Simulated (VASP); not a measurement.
# SnTe (Fm-3m) in VASP: a series of runs, part 2 of 2

VASP 6.6.1.

## 3. Single point, HSE06

This run uses another cell than the first one, of 32.44 Å³/atom.

POSCAR

```
SnTe
1.0
    0.0000000000      3.1893301349      3.1893301349
    3.1893301349      0.0000000000      3.1893301349
    3.1893301349      3.1893301349      0.0000000000
Sn Te
1 1
Direct
    0.0000000000      0.0000000000      0.0000000000
    0.5000000000      0.5000000000      0.5000000000
```

INCAR.step1

```
PREC = Accurate ; ENCUT = 520
EDIFF = 1E-5 ; ISMEAR = -1
SIGMA = 0.02 ; LREAL = False
LASPH = True ; NELM = 100
ALGO = Normal ; ISIF = 2
LWAVE = True ; LCHARG = False
NBANDS = 17 ; GGA = PE
```

INCAR.step2

```
PREC = Accurate ; ENCUT = 520
EDIFF = 1E-7 ; ISMEAR = -1
SIGMA = 0.02 ; LREAL = False
LASPH = True ; NELM = 100
ALGO = Normal ; ISIF = 2
LWAVE = False ; LCHARG = False
GGA = PE ; LHFCALC = True
HFSCREEN = 0.2079 ; PRECFOCK = Normal
NBANDS = 17 ; ISTART = 1
```

KPOINTS

```
regular mesh
0
Gamma
  6 6 6
```

Potentials or basis: VASP PAW PBE potentials, release 64 (Sn_d, Te).

Command:

```
> cat potpaw_PBE.64/Sn_d/POTCAR potpaw_PBE.64/Te/POTCAR > POTCAR
> cp INCAR.step1 INCAR
> mpirun -np 1 vasp_std > vasp.out
> cp INCAR.step2 INCAR
> mpirun -np 1 vasp_std > vasp.out
```

OUTCAR:

```text
PREC = Accurate
   ENCUT = 520
   EDIFF = 1E-7
   ISMEAR = -1
   LREAL = False
   LASPH = True
   NELM = 100
   ISIF = 2
   GGA = PE
   LHFCALC = True
   HFSCREEN = 0.2079
   PRECFOCK = Normal
   ISTART = 1

 ion  position               nearest neighbor table
   1  0.000  0.000  0.000-   2 3.19   2 3.19   2 3.19   2 3.19   2 3.19   2 3.19
   2  0.500  0.500  0.500-   1 3.19   1 3.19   1 3.19   1 3.19   1 3.19   1 3.19

  LATTYP: Found a face centered cubic cell.
 ALAT       =     6.3786602698

  Lattice vectors:

 A1 = (   0.0000000000,   3.1893301349,   3.1893301349)
 A2 = (   3.1893301349,   0.0000000000,   3.1893301349)
 A3 = (   3.1893301349,   3.1893301349,   0.0000000000)

Analysis of symmetry for initial positions (statically):
=====================================================================
 Subroutine PRICEL returns:
 Original cell was already a primitive cell.

 Routine SETGRP: Setting up the symmetry group for a
 face centered cubic supercell.

[... 161 lines left out ...]
  free energy    TOTEN  =        -9.03007844 eV

  energy without entropy =       -9.03002307  energy(sigma->0) =       -9.03005076

 E-fermi :   6.5128     XC(G=0):  -7.7913

 val. band max:        6.4110540792   @ k =   0.5000   0.0000   0.0000
 cond. band min:       6.6145453804   @ k =   0.5000   0.0000   0.0000
 fundamental gap:      0.2034913012
 Fermi energy:         6.5127997298

 k-point     1 :       0.0000    0.0000    0.0000
  band No.  band energies     occupation
      1     -17.8947      2.00000
      2     -17.8947      2.00000
      3     -17.8852      2.00000
      4     -17.8852      2.00000
      5     -17.8852      2.00000
      6      -7.5631      2.00000
[... 297 lines left out ...]
      4     -17.8792      2.00000
      5     -17.8759      2.00000
      6      -5.8281      2.00000
[... 9 lines left out ...]
     16      16.9877      0.00000
     17      18.2949      0.00000

------------------------ aborting loop because EDIFF is reached ----------------------------------------

  FORCE on cell =-STRESS in cart. coord.  units (eV):
  Direction    XX          YY          ZZ          XY          YZ          ZX
  --------------------------------------------------------------------------------------
  -------------------------------------------------------------------------------------
  Total       -0.2080416     -0.2080416     -0.2080416      0.0000000      0.0000000     -0.0000000
  in kB       -5.1372683     -5.1372683     -5.1372683      0.0000000      0.0000000     -0.0000000
  external PRESSURE =      -5.1372683 kB  Pullay stress =       0.0000000 kB

 VOLUME and BASIS-vectors are now :
 -----------------------------------------------------------------------------
  energy-cutoff  :      520.00
  volume of cell :       64.88
      direct lattice vectors                 reciprocal lattice vectors
     0.000000000  3.189330135  3.189330135    -0.156772732  0.156772732  0.156772732
     3.189330135  0.000000000  3.189330135     0.156772732 -0.156772732  0.156772732
     3.189330135  3.189330135  0.000000000     0.156772732  0.156772732 -0.156772732

 POSITION                                       TOTAL-FORCE (eV/Angst)
 -----------------------------------------------------------------------------------
      0.00000      0.00000      0.00000         0.000000      0.000000      0.000000
      3.18933      3.18933      3.18933        -0.000000     -0.000000     -0.000000
 -----------------------------------------------------------------------------------
    total drift:                                0.000000      0.000002      0.000000

  FREE ENERGIE OF THE ION-ELECTRON SYSTEM (eV)
  ---------------------------------------------------
  free  energy   TOTEN  =        -9.0300784438 eV

  energy  without entropy=       -9.0300230722  energy(sigma->0) =       -9.03005076
```

It took 1.9 h on 1 thread of AMD EPYC 9755, shared host; peak memory 0.31 GiB.

Results:

```yaml
Free_energy: -9.0301 eV
Pressure: -0.5 GPa
Band_gap_on_the_k_mesh: 0.20 eV
```

Caveat: the PAW data sets were made with another functional, which shifts forces and pressure a little; spin-orbit coupling is left out, which moves the levels of the heavy elements. A k mesh can miss the band edges.
